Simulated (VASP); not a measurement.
Here is a VASP 6.6.1 calculation.

INCAR

```
SYSTEM = B6N
ALGO = Normal ; EDIFF = 1E-6
EDIFFG = -0.01 ; ENCUT = 600
GGA = PE ; IBRION = 2
ISIF = 3 ; ISMEAR = 0
LASPH = .True. ; LCHARG = .False.
LREAL = .False. ; LWAVE = .False.
NELM = 100 ; NSW = 100
PREC = Accurate ; SIGMA = 0.1
```

KPOINTS

```
k-points
0
Gamma
  6 6 6
  0 0 0
```

File POSCAR:

```
B6N
1.0
    2.7206445101      1.5707648403      4.0780144184
   -2.7206445101      1.5707648403      4.0780144184
    0.0000000000     -3.1415296806      4.0780144184
B N
12 2
Direct
    0.6710389923      0.2034426822      0.2034426822
    0.2034426822      0.2034426822      0.6710389923
    0.2034426822      0.6710389923      0.2034426822
    0.0009142905      0.3353407523      0.0009142905
    0.0009142905      0.0009142905      0.3353407523
    0.3353407523      0.0009142905      0.0009142905
    0.7965573178      0.3289610077      0.7965573178
    0.3289610077      0.7965573178      0.7965573178
    0.7965573178      0.7965573178      0.3289610077
    0.6646592477      0.9990857095      0.9990857095
    0.9990857095      0.6646592477      0.9990857095
    0.9990857095      0.9990857095      0.6646592477
    0.3732355105      0.3732355105      0.3732355105
    0.6267644895      0.6267644895      0.6267644895
```

Potentials or basis: VASP PAW PBE potentials, release 64 (B, N).

Run with:

```bash
$ cat potpaw_PBE.64/B/POTCAR potpaw_PBE.64/N/POTCAR > POTCAR
$ mpirun -np 1 vasp_std > vasp.out
```

**Question.** Predict the relaxed cell.

**Answer.** a = 5.145 Å, b = 5.145 Å, c = 5.145 Å, α = 63.85°, β = 63.85°, γ = 63.85°.

**Question.** What does it give for the relaxed volume?

**Answer.** 7.46 Å³/atom.

**Question.** Predict the band gap on the k mesh.

**Answer.** Zero (bands 23 and 24 overlap by 0.38 eV).

**Question.** What does it give for the space group after relaxing (to 0.1 Å)?

**Answer.** R-3m (No. 166).

Stress tensor (GPa, compression positive):
```
-0.03  0.00  0.00
 0.00 -0.03  0.00
 0.00  0.00  0.06
```

Caveat: semilocal functionals underestimate gaps, so a narrow gap can read as zero.
